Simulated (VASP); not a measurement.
Input of a VASP 6.6.1 run:

File INCAR:

```
SYSTEM = Au
PREC = Accurate
ENCUT = 500
EDIFF = 1E-6
ISMEAR = -1
SIGMA = 0.03
LREAL = .False.
LASPH = .True.
NELM = 120
ALGO = Normal
ISIF = 2
LWAVE = .False.
LCHARG = .True.
GGA = PE
LELF = .True.
LVHAR = .True.
NBANDS = 12
GGA_COMPAT = .False.
```

File KPOINTS:

```
Automatic mesh
0
Gamma
  4 4 4
  0 0 0
```

Contents of POSCAR:

```
Au
1.0
    0.0000000000      2.0350000000      2.0350000000
    2.0350000000      0.0000000000      2.0350000000
    2.0350000000      2.0350000000      0.0000000000
Au
1
Direct
    0.0000000000      0.0000000000      0.0000000000
```

Potentials or basis: VASP PAW PBE potentials, release 64 (Au).

Run with:

```console
$ cat potpaw_PBE.64/Au/POTCAR > POTCAR
$ mpirun -np 1 vasp_std > vasp.out
```

Estimate the pressure.

12.9 GPa.

Caveat: the k points lie up to 0.67 Å⁻¹ apart.
